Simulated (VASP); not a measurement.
Wanted: the native input for a VASP 6.6.1 run.

| Quantity | Value |
| --- | --- |
| Task | single point |
| Functional | PBEsol |
| Dispersion | D3(BJ) |
| Potentials or basis | VASP PAW PBE potentials, release 64 (Bi_d, Cs_sv, Ag, Br) |
| Cutoff | 520 eV |
| k mesh | 4 × 4 × 4 |
| Occupations | fermi-dirac, width 0.05 eV |
| Spin | no spin polarisation |
| Dipole correction | no |
| Further INCAR settings | ALGO = Normal; EDIFF = 1e-06; NBANDS = 54 |

The structure of Cs2AgBiBr6 lies in POSCAR:

```
Cs2AgBiBr6
1.0
    0.0000000000      5.6161000000      5.6161000000
    5.6161000000      0.0000000000      5.6161000000
    5.6161000000      5.6161000000      0.0000000000
Bi Cs Ag Br
1 2 1 6
Direct
    0.0000000000      0.0000000000      0.0000000000
    0.7500000000      0.7500000000      0.7500000000
    0.2500000000      0.2500000000      0.2500000000
    0.5000000000      0.5000000000      0.5000000000
    0.7494500000      0.7494500000      0.2505500000
    0.2505500000      0.2505500000      0.7494500000
    0.7494500000      0.2505500000      0.2505500000
    0.7494500000      0.2505500000      0.7494500000
    0.2505500000      0.7494500000      0.7494500000
    0.2505500000      0.7494500000      0.2505500000
```

One way to write it, as run:

INCAR

```
ALGO     = Normal         # electronic algorithm
EDIFF    = 1E-6           # SCF threshold, eV
ENCUT    = 520            # plane-wave cutoff, eV
GGA      = PS             # functional
ISIF     = 2              # what is computed and relaxed
ISMEAR   = -1             # smearing method
IVDW     = 12             # dispersion correction
LASPH    = T              # aspherical terms in the spheres
LCHARG   = F              # write CHGCAR
LREAL    = F              # projectors in reciprocal space
LWAVE    = F              # write WAVECAR
NBANDS   = 54             # bands
NELM     = 80             # most SCF steps
PREC     = Accurate       # precision mode
SIGMA    = 0.05           # smearing width, eV
```

KPOINTS

```
k-points
0
Gamma
  4 4 4
```

Potentials or basis: VASP PAW PBE potentials, release 64 (Bi_d, Cs_sv, Ag, Br).

Command:

```console
$ cat potpaw_PBE.64/Bi_d/POTCAR potpaw_PBE.64/Cs_sv/POTCAR potpaw_PBE.64/Ag/POTCAR potpaw_PBE.64/Br/POTCAR > POTCAR
$ mpirun -np 1 vasp_std > vasp.out
```

It gave:

| Quantity | Value |
| --- | --- |
| Pressure | -1.1 GPa |
| Largest force | 0.310 eV/Å |
| Band gap on the k mesh | 1.17 eV (least direct gap 2.39 eV) |
| Dispersion energy per atom | -0.239 eV |

Caveat: three body term missing; the PAW data sets were made with another functional, which shifts forces and pressure a little; spin-orbit coupling is left out, which moves the levels of the heavy elements.

It took 83 s on 1 thread of Intel(R) Xeon(R) 6975P-C (Granite Rapids) (shared host), peak memory 0.6 GiB.
